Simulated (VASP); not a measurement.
# VWC2 (R-3m) in VASP: further runs

Runs on VWC2. Level: LDA. Tasks: single point.

All numbers are computed with VASP 6.6.1; they aren't measurements. Logs are shortened: lines on timing, memory, paths and dates and some standing lists are left out, and cuts for length are marked.

### Step 1. The cell of the first run

Symmetry: R-3m, No. 166, trigonal system. The conventional cell has a = 3.034 Å, b = 3.034 Å, c = 14.802 Å, α = 90.00°, β = 90.00°, γ = 120.00°. Within 2.8 Å of V (site symmetry -3m) lie 6 C at 2.11 Å. Within 2.9 Å of W (site symmetry -3m) lie 6 C at 2.17 Å. C (site symmetry 3m) has 3 V at 2.11 Å and 3 W at 2.17 Å within 2.8 Å.

### Step 2. Single point, LDA, collinear spin, ferromagnetic start

Input file INCAR:

```
SYSTEM = VWC2
PREC = Accurate
ENCUT = 600
EDIFF = 1E-6
ISMEAR = -1
SIGMA = 0.1
LREAL = .FALSE.
LASPH = .TRUE.
NELM = 200
ALGO = Normal
ISIF = 2
LWAVE = .FALSE.
LCHARG = .TRUE.
ISPIN = 2
MAGMOM = 2 0 0 0
LORBIT = 11
LMAXMIX = 4
GGA = CA
LELF = .TRUE.
LVHAR = .TRUE.
NBANDS = 30
GGA_COMPAT = .FALSE.
```

Input file KPOINTS:

```
regular mesh
0
G
  10 10 10
  0 0 0
```

Input file POSCAR:

```
VWC2
1.0
    1.5170411200      0.8758641000      4.9338931900
   -1.5170411200      0.8758641000      4.9338931900
    0.0000000000     -1.7517281900      4.9338931900
V W C
1 1 2
Direct
    0.5000000000      0.5000000000      0.5000000000
    0.0000000000      0.0000000000      0.0000000000
    0.7535060000      0.7535060000      0.7535060000
    0.2464940000      0.2464940000      0.2464940000
```

Potentials or basis: VASP PAW LDA potentials, release 64 (V_sv, W_sv, C).

Started as:

```bash
cat potpaw_LDA.64/V_sv/POTCAR potpaw_LDA.64/W_sv/POTCAR potpaw_LDA.64/C/POTCAR > POTCAR
mpirun -np 1 vasp_std > vasp.out
```

OUTCAR:

```text
SYSTEM = VWC2
   PREC = Accurate
   ENCUT = 600
   EDIFF = 1E-6
   ISMEAR = -1
   LREAL = .FALSE.
   LASPH = .TRUE.
   NELM = 200
   ISIF = 2
   ISPIN = 2
   LORBIT = 11
   GGA = CA

 ion  position               nearest neighbor table
   1  0.500  0.500  0.500-   4 2.11   3 2.11   4 2.11   4 2.11   3 2.11   3 2.11   2 3.03   2 3.03
                             2 3.03   2 3.03   2 3.03   2 3.03
   2  0.000  0.000  0.000-   3 2.17   4 2.17   3 2.17   3 2.17   4 2.17   4 2.17   1 3.03   1 3.03
                             1 3.03   1 3.03   1 3.03   1 3.03
   3  0.754  0.754  0.754-   1 2.11   1 2.11   1 2.11   2 2.17   2 2.17   2 2.17
   4  0.246  0.246  0.246-   1 2.11   1 2.11   1 2.11   2 2.17   2 2.17   2 2.17

  LATTYP: Found a trigonal (rhomboedric) cell.
 ALAT       =     5.2356330746
 COS(alpha) =     0.8320862370

  Lattice vectors:

 A1 = (   1.5170411200,   0.8758641000,   4.9338931900)
 A2 = (  -1.5170411200,   0.8758641000,   4.9338931900)
 A3 = (   0.0000000000,  -1.7517281900,   4.9338931900)

Analysis of symmetry for initial positions (statically):
=====================================================================
 Subroutine PRICEL returns:
 Original cell was already a primitive cell.

 Routine SETGRP: Setting up the symmetry group for a
 trigonal (rhombohedral) supercell.

 Subroutine GETGRP returns: Found 12 space group operations
 (whereof 12 operations were pure point group operations)
 out of a pool of 12 trial point group operations.

The static configuration has the point symmetry D_3d.

Analysis of symmetry for dynamics (positions and initial velocities):
=====================================================================
 Subroutine PRICEL returns:
 Original cell was already a primitive cell.

 Routine SETGRP: Setting up the symmetry group for a
 trigonal (rhombohedral) supercell.

 Subroutine GETGRP returns: Found 12 space group operations
 (whereof 12 operations were pure point group operations)
 out of a pool of 12 trial point group operations.

The dynamic configuration has the point symmetry D_3d.

Analysis of structural, dynamic, and magnetic symmetry:
=====================================================================
 Subroutine PRICEL returns:
 Original cell was already a primitive cell.

 Routine SETGRP: Setting up the symmetry group for a
 trigonal (rhombohedral) supercell.

 Subroutine GETGRP returns: Found 12 space group operations
 (whereof 12 operations were pure point group operations)
 out of a pool of 12 trial point group operations.

The overall configuration has the point symmetry D_3d.

 Subroutine INISYM returns: Found 12 space group operations
 (whereof 12 operations are pure point group operations),
 and found     1 'primitive' translations

----------------------------------------------------------------------------------------

                                     Primitive cell

  volume of cell :      39.3346

  direct lattice vectors                    reciprocal lattice vectors
     1.517041120  0.875864100  4.933893190     0.329588957  0.190288273  0.067559900
    -1.517041120  0.875864100  4.933893190    -0.329588957  0.190288273  0.067559900
     0.000000000 -1.751728190  4.933893190     0.000000000 -0.380576547  0.067559901

  length of vectors
     5.235633075  5.235633075  5.235633072     0.386526645  0.386526645  0.386526646

  position of ions in fractional coordinates (direct lattice)
     0.500000000  0.500000000  0.500000000
     0.000000000  0.000000000  0.000000000
     0.753506000  0.753506000  0.753506000
     0.246494000  0.246494000  0.246494000

  ion indices of the primitive-cell ions
   primitive index   ion index
                 1           1
                 2           2
                 3           3
                 4           4

----------------------------------------------------------------------------------------

 KPOINTS: regular mesh

Automatic generation of k-mesh.
 Grid dimensions read from file:
 generate k-points for:   10   10   10

 Generating k-lattice:

  Cartesian coordinates                     Fractional coordinates (reciprocal lattice)
     0.032958896  0.019028827  0.006755990     0.100000000  0.000000000 -0.000000000
    -0.032958896  0.019028827  0.006755990     0.000000000  0.100000000 -0.000000000
     0.000000000 -0.038057655  0.006755990     0.000000000  0.000000000  0.100000000

  Length of vectors
     0.038652665  0.038652665  0.038652665

  Shift w.r.t. Gamma in fractional coordinates (k-lattice)
     0.000000000  0.000000000  0.000000000

 Subroutine IBZKPT returns following result:
 ===========================================

 Found    116 irreducible k-points:

 Following reciprocal coordinates:
            Coordinates               Weight
  0.000000  0.000000  0.000000      1.000000
  0.100000  0.000000 -0.000000      6.000000
  0.200000  0.000000 -0.000000      6.000000
  0.300000  0.000000  0.000000      6.000000
  0.400000 -0.000000 -0.000000      6.000000
  0.500000  0.000000  0.000000      3.000000
[... 16 lines left out ...]
  0.300000  0.300000  0.000000      6.000000
  0.400000  0.300000 -0.000000     12.000000
 [... further k-points ...]
   k-points           NKPTS =    116   k-points in BZ     NKDIM =    116   number of bands    NBANDS=     30
   number of dos      NEDOS =    301   number of ions     NIONS =      4
   total plane-waves  NPLWV =  74088
   dimension x,y,z NGX =    42 NGY =   42 NGZ =   42
   dimension x,y,z NGXF=    84 NGYF=   84 NGZF=   84
   ions per type =               1   1   2
   NGX,Y,Z   is equivalent  to a cutoff of  13.34, 13.34, 13.34 a.u.
   NGXF,Y,Z  is equivalent  to a cutoff of  26.67, 26.67, 26.67 a.u.
 SYSTEM =  VWC2
   PREC   = accura    normal or accurate (medium, high low for compatibility)
   ISTART =      0    job   : 0-new  1-cont  2-samecut
   ICHARG =      2    charge: 1-file 2-atom 10-const
   ISPIN  =      2    spin polarized calculation?
   LNONCOLLINEAR =      F non collinear calculations
   LSORBIT =      F    spin-orbit coupling
   LASPH  =      T    aspherical Exc in radial PAW
   ENCUT  =  600.0 eV  44.10 Ry    6.64 a.u.  10.46 10.46 10.46*2*pi/ulx,y,z
   NELM   =    200;   NELMIN=  2; NELMDL= -5     # of ELM steps
   EDIFF  = 0.1E-05   stopping-criterion for ELM
   LREAL  =      F    real-space projection
   EDIFFG = 0.1E-04   stopping-criterion for IOM
   NSW    =      0    number of steps for IOM
   IBRION =     -1    ionic relax: 0-MD 1-quasi-New 2-CG
   NFREE  =      0    steps in history (QN), initial steepest desc. (CG)
   ISIF   =      2    stress and relaxation
   ISYM   =      2    0-nonsym 1-usesym 2-fastsym
   POTIM  = 0.5000    time-step for ionic-motion
   TEBEG  =    0.0;   TEEND  =   0.0 temperature during run
   PSTRESS=    0.0 pullay stress
   NELECT =      35.0000    total number of electrons
   NUPDOWN=      -1.0000    fix difference up-down
   EMIN   =  10.00;   EMAX   =-10.00  energy-range for DOS
   EFERMI =   0.00;   METHOD = LEGACY
   ISMEAR =    -1;   SIGMA  =   0.10  broadening in eV -4-tet -1-fermi 0-gaus
   EFERMI_NEDOS =   21; number of points for ismear=-14 and -15
   IALGO  =     38    algorithm
   IMIX   =      4    mixing-type and parameters
     AMIX     =   0.40;   BMIX     =  1.00
     AMIX_MAG =   1.60;   BMIX_MAG =  1.00
  volume/ion in A,a.u.               =       9.83        66.36
  Fermi-wavevector in a.u.,A,eV,Ry     =   1.574608  2.975578 33.734159  2.479391
  Thomas-Fermi vector in A             =   2.675717
   LORBIT       =     11    0 simple, 1 ext, 2 COOP (PROOUT), +10 PAW based schemes
   GGA     = CA    functional components
   LHFCALC =     F    Hartree Fock is set to
   AEXX    =    0.0000 exact exchange contribution
   IVDW    =     0    specifies the selected vdW correction
   LEPSILON=     F    determine dielectric tensor
   LRPA    =     F    only Hartree local field effects (RPA)
 spin polarized calculation
  energy-cutoff  :      600.00
  volume of cell :       39.33
 maximum number of plane-waves:      1332
 NGX is ok and might be reduce to    42
   NGX = 21   NGY = 21   NGZ = 21

 number of electron      35.0000000 magnetization      -0.0000505

 number of electron      35.0000000 magnetization       0.0000169

 Free energy of the ion-electron system (eV)
  ---------------------------------------------------
  ext. energy  EPLUGINS =         0.00000000
  ---------------------------------------------------
  free energy    TOTEN  =       -45.04711706 eV

  energy without entropy =      -44.96829237  energy(sigma->0) =      -45.00770471

 E-fermi :  11.5185     XC(G=0): -13.7790

 val. band max:       11.5101834600   @ k =  -0.3000   0.4000   0.3000
 cond. band min:      11.5219305248   @ k =   0.0000   0.0000   0.0000
 fundamental gap:      0.0117470648
 Fermi energy:        11.5185024529

 spin component 1

 k-point     1 :       0.0000    0.0000    0.0000
  band No.  band energies     occupation
      1     -63.1714      1.00000
      2     -52.7987      1.00000
      3     -27.8117      1.00000
      4     -27.4543      1.00000
      5     -27.4543      1.00000
      6     -27.0535      1.00000
[... 21 lines left out ...]
     28      20.0650      0.00000
     29      23.3096      0.00000

 k-point     2 :       0.1000    0.0000   -0.0000
  band No.  band energies     occupation
      1     -63.1681      1.00000
      2     -52.7958      1.00000
      3     -27.7954      1.00000
      4     -27.5094      1.00000
      5     -27.4668      1.00000
      6     -27.0572      1.00000
[... 21 lines left out ...]
     28      20.4552      0.00000
     29      23.6843      0.00000

 k-point     3 :       0.2000    0.0000   -0.0000
  band No.  band energies     occupation
      1     -63.1595      1.00000
      2     -52.7881      1.00000
      3     -27.7513      1.00000
      4     -27.6516      1.00000
      5     -27.4995      1.00000
      6     -27.0680      1.00000
[... 638 lines left out ...]
      5     -27.5435      1.00000
      6     -27.1128      1.00000
[... 21 lines left out ...]
     28      22.3241      0.00000
     29      23.8718      0.00000

 k-point    24 :       0.4000    0.3000   -0.0000
  band No.  band energies     occupation
      1     -63.1428      1.00000
      2     -52.7733      1.00000
      3     -27.9090      1.00000
      4     -27.6789      1.00000
      5     -27.5910      1.00000
      6     -27.1311      1.00000
[... 21 lines left out ...]
     28      22.1087      0.00000
     29      24.3338      0.00000

 [... further k-points ...]

 spin component 2

 k-point     1 :       0.0000    0.0000    0.0000
  band No.  band energies     occupation
      1     -63.1714      1.00000
      2     -52.7987      1.00000
      3     -27.8117      1.00000
      4     -27.4543      1.00000
      5     -27.4543      1.00000
      6     -27.0535      1.00000
[... 21 lines left out ...]
     28      20.0650      0.00000
     29      23.3096      0.00000

 k-point     2 :       0.1000    0.0000   -0.0000
  band No.  band energies     occupation
      1     -63.1681      1.00000
      2     -52.7958      1.00000
      3     -27.7954      1.00000
      4     -27.5094      1.00000
      5     -27.4668      1.00000
      6     -27.0572      1.00000
[... 21 lines left out ...]
     28      20.4552      0.00000
     29      23.6843      0.00000

 k-point     3 :       0.2000    0.0000   -0.0000
  band No.  band energies     occupation
      1     -63.1595      1.00000
      2     -52.7881      1.00000
      3     -27.7513      1.00000
      4     -27.6516      1.00000
      5     -27.4994      1.00000
      6     -27.0680      1.00000
[... 638 lines left out ...]
      5     -27.5434      1.00000
      6     -27.1128      1.00000
[... 21 lines left out ...]
     28      22.3241      0.00000
     29      23.8718      0.00000

 k-point    24 :       0.4000    0.3000   -0.0000
  band No.  band energies     occupation
      1     -63.1428      1.00000
      2     -52.7733      1.00000
      3     -27.9090      1.00000
      4     -27.6789      1.00000
      5     -27.5910      1.00000
      6     -27.1311      1.00000
[... 21 lines left out ...]
     28      22.1087      0.00000
     29      24.3338      0.00000

 [... further k-points ...]

 [bands above 29 left out]

------------------------ aborting loop because EDIFF is reached ----------------------------------------

  FORCE on cell =-STRESS in cart. coord.  units (eV):
  Direction    XX          YY          ZZ          XY          YZ          ZX
  --------------------------------------------------------------------------------------
  -------------------------------------------------------------------------------------
  Total       -3.7595542     -3.7595542     -3.7529180      0.0000000     -0.0000000      0.0000000
  in kB     -153.1340836   -153.1340827   -152.8637768      0.0000000     -0.0000001      0.0000000
  external PRESSURE =    -153.0439810 kB  Pullay stress =       0.0000000 kB

 VOLUME and BASIS-vectors are now :
 -----------------------------------------------------------------------------
  energy-cutoff  :      600.00
  volume of cell :       39.33
      direct lattice vectors                 reciprocal lattice vectors
     1.517041120  0.875864100  4.933893190     0.329588957  0.190288273  0.067559900
    -1.517041120  0.875864100  4.933893190    -0.329588957  0.190288273  0.067559900
     0.000000000 -1.751728190  4.933893190     0.000000000 -0.380576547  0.067559901

 POSITION                                       TOTAL-FORCE (eV/Angst)
 -----------------------------------------------------------------------------------
      0.00000      0.00000      7.40084        -0.000000      0.000000     -0.000000
      0.00000      0.00000      0.00000         0.000000      0.000000     -0.000000
      0.00000      0.00000     11.15315         0.000000     -0.000000     -0.095163
      0.00000      0.00000      3.64853         0.000000      0.000000      0.095163
 -----------------------------------------------------------------------------------
    total drift:                               -0.000000     -0.000000     -0.000000

  FREE ENERGIE OF THE ION-ELECTRON SYSTEM (eV)
  ---------------------------------------------------
  free  energy   TOTEN  =       -45.0471170553 eV

  energy  without entropy=      -44.9682923692  energy(sigma->0) =      -45.00770471

 total charge

# of ion       s       p       d       tot
------------------------------------------
    1        2.246   6.290   3.166  11.702
    2        2.325   6.392   3.429  12.146
    3        0.864   1.553   0.000   2.416
    4        0.864   1.553   0.000   2.416
--------------------------------------------------
tot          6.298  15.788   6.595  28.681

 magnetization (x)

# of ion       s       p       d       tot
------------------------------------------
    1       -0.000  -0.000  -0.000  -0.000
    2        0.000   0.000   0.000   0.000
    3       -0.000  -0.000   0.000  -0.000
    4       -0.000  -0.000   0.000  -0.000
--------------------------------------------------
tot         -0.000  -0.000   0.000  -0.000
```

Run time: 20 min. Hardware: 1 thread of Intel Xeon 8259CL, shared host; peak memory 0.42 GiB.

What came out:

```yaml
Free_energy: -45.0471 eV
Pressure: -15.3 GPa
Largest_force: 0.095 eV/Å
Net_moment: 0.00 μB per cell
Valence_electrons_inside_the_program's_atomic_spheres: V 11.70; W 12.15; C 2.42
```

Forces on the atoms (eV/Å):
```
V    0.000  0.000  0.000
W    0.000  0.000  0.000
C    0.000  0.000 -0.095
C    0.000  0.000  0.095
```

Levels at points of the mesh, in eV from the Fermi level:
Spin up:
| k point | band 16 | band 17 | band 18 | band 19 | band 20 | band 21 |
| --- | --- | --- | --- | --- | --- | --- |
| (0.00, 0.00, 0.00) | -1.76 | -0.45 | -0.45 | -0.05 | -0.05 | 0.00 |
| (0.50, 0.00, 0.00) | -3.68 | -0.83 | -0.54 | 0.90 | 1.53 | 2.10 |
| (0.50, 0.50, 0.00) | -1.76 | -1.71 | 0.69 | 0.90 | 0.98 | 1.64 |
| (0.50, 0.50, 0.50) | -3.63 | -0.58 | -0.58 | -0.36 | -0.36 | 0.64 |
Spin down:
| k point | band 15 | band 16 | band 17 | band 18 | band 19 | band 20 | band 21 | band 22 |
| --- | --- | --- | --- | --- | --- | --- | --- | --- |
| (0.00, 0.00, 0.00) | -1.84 | -1.76 | -0.45 | -0.45 | -0.05 | -0.05 | 0.00 | 1.07 |
| (0.50, 0.00, 0.00) | -4.48 | -3.68 | -0.83 | -0.54 | 0.90 | 1.53 | 2.10 | 3.01 |
| (0.50, 0.50, 0.00) | -4.41 | -1.76 | -1.71 | 0.69 | 0.90 | 0.98 | 1.64 | 2.28 |
| (0.50, 0.50, 0.50) | -3.63 | -3.63 | -0.58 | -0.58 | -0.36 | -0.36 | 0.64 | 1.24 |

Caveat: the cell stands under tension; the moments typed at the start vanished in this run; spin-orbit coupling is left out, which moves the levels of the heavy elements.

### Step 3. Single point, LDA, collinear spin, ferromagnetic start

Input file INCAR:

```
ALGO = Normal ; EDIFF = 1E-6
ENCUT = 600 ; GGA_COMPAT = False
ISIF = 2 ; ISMEAR = -1
ISPIN = 2 ; LASPH = True
LCHARG = False ; LMAXMIX = 4
LORBIT = 11 ; LREAL = False
LWAVE = False ; MAGMOM = 2 0 0 0
NBANDS = 30 ; NELM = 200
PREC = Accurate ; SIGMA = 0.1
```

Input file KPOINTS:

```
k-points
0
Gamma
  10 10 10
```

POSCAR is that of step 2.

Potentials or basis: VASP PAW LDA potentials, release 64 (V_sv, W_sv, C).

Started as:

```bash
cat potpaw_LDA.64/V_sv/POTCAR potpaw_LDA.64/W_sv/POTCAR potpaw_LDA.64/C/POTCAR > POTCAR
mpirun -np 1 vasp_std > vasp.out
```

Run time: 22 min. Hardware: 1 thread of Intel Xeon 8259CL, shared host; peak memory 0.43 GiB.

The run converged. Its results:

* Free energy: -45.0471 eV
* Pressure: -15.3 GPa
* Largest force: 0.095 eV/Å
* Net moment: 0.00 μB per cell
* Valence electrons inside the program's atomic spheres: V 11.70; W 12.15; C 2.42

Forces on the atoms (eV/Å):
```
V    0.000  0.000  0.000
W    0.000  0.000  0.000
C    0.000  0.000 -0.095
C    0.000  0.000  0.095
```

Levels at points of the mesh, in eV from the Fermi level:
Spin up:
| k point | band 14 | band 15 | band 16 | band 17 | band 18 | band 19 | band 20 | band 21 | band 22 | band 23 |
| --- | --- | --- | --- | --- | --- | --- | --- | --- | --- | --- |
| (0.00, 0.00, 0.00) | -1.84 | -1.84 | -1.76 | -0.45 | -0.45 | -0.05 | -0.05 | 0.00 | 1.07 | 1.07 |
| (0.50, 0.00, 0.00) | -4.64 | -4.48 | -3.68 | -0.83 | -0.54 | 0.90 | 1.53 | 2.10 | 3.01 | 3.70 |
| (0.50, 0.50, 0.00) | -5.14 | -4.41 | -1.76 | -1.71 | 0.69 | 0.90 | 0.98 | 1.64 | 2.28 | 2.95 |
| (0.50, 0.50, 0.50) | -4.64 | -3.63 | -3.63 | -0.58 | -0.58 | -0.36 | -0.36 | 0.64 | 1.24 | 3.98 |
Spin down:
```
           k point  band 14  band 15  band 16  band 17  band 18  band 19  band 20  band 21  band 22  band 23
(0.00, 0.00, 0.00)    -1.84    -1.84    -1.76    -0.45    -0.45    -0.05    -0.05     0.00     1.07     1.07
(0.50, 0.00, 0.00)    -4.64    -4.48    -3.68    -0.83    -0.54     0.90     1.53     2.10     3.01     3.70
(0.50, 0.50, 0.00)    -5.14    -4.41    -1.76    -1.71     0.69     0.90     0.98     1.64     2.28     2.95
(0.50, 0.50, 0.50)    -4.64    -3.63    -3.63    -0.58    -0.58    -0.36    -0.36     0.64     1.24     3.98
```

Caveat: the cell stands under tension; the moments typed at the start vanished in this run; spin-orbit coupling is left out, which moves the levels of the heavy elements.
